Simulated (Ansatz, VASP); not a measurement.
# Ru in VASP and in Ansatz

```xyz
2
Lattice="2.6741 0.0000 0.0000 -1.3370 2.3158 0.0000 0.0000 0.0000 4.2268" Properties=species:S:1:pos:R:3 pbc="T T T"
Ru   -0.1400    1.5906    1.0567
Ru    1.4770    0.7252    3.1701
```

Change from the starting cell: mode 4 frozen in at -0.140 Å and mode 5 at +0.047 Å (largest displacements).

Alike in both runs: task single point; functional LDA; k mesh 21 × 21 × 10; occupations gaussian, width 0.15 eV; no spin polarisation.

|  | VASP | Ansatz |
| --- | --- | --- |
| version | VASP 6.6.1 | Ansatz 0.2.0 |
| potentials or method | VASP PAW LDA potentials, release 64 (Ru_pv), cutoff 520 eV | scalar-relativistic, plane waves, PAW |
| valence electrons in the cell | 28 | 32 |

Ansatz gave:

```
gap on the k mesh at the Fermi level (eV)                     : none
pressure (GPa)                                                : 4.4
traceless stress, the component that is largest in VASP (GPa) : 6.11
rms of the force components (eV/Å)                            : 1.330
```

Question: Estimate VASP's values.

Answer: gap on the k mesh at the Fermi level (eV): none; pressure (GPa): 5.3; traceless stress, the component that is largest in VASP (GPa): 6.22; rms of the force components (eV/Å): 1.330.

Ansatz warns that its potentials were made for another functional, while VASP's fit it. LDA's correlation is that of Perdew and Zunger in VASP and of Perdew and Wang (1992) in Ansatz. Atom by atom the forces differ by 0.003 eV/Å (rms over components). A gap of «none» marks a metal or a gap that the smearing closes. VASP's potentials hold 28 valence electrons a cell and Ansatz's 32, so a difference there can come from the potentials and not from the codes.
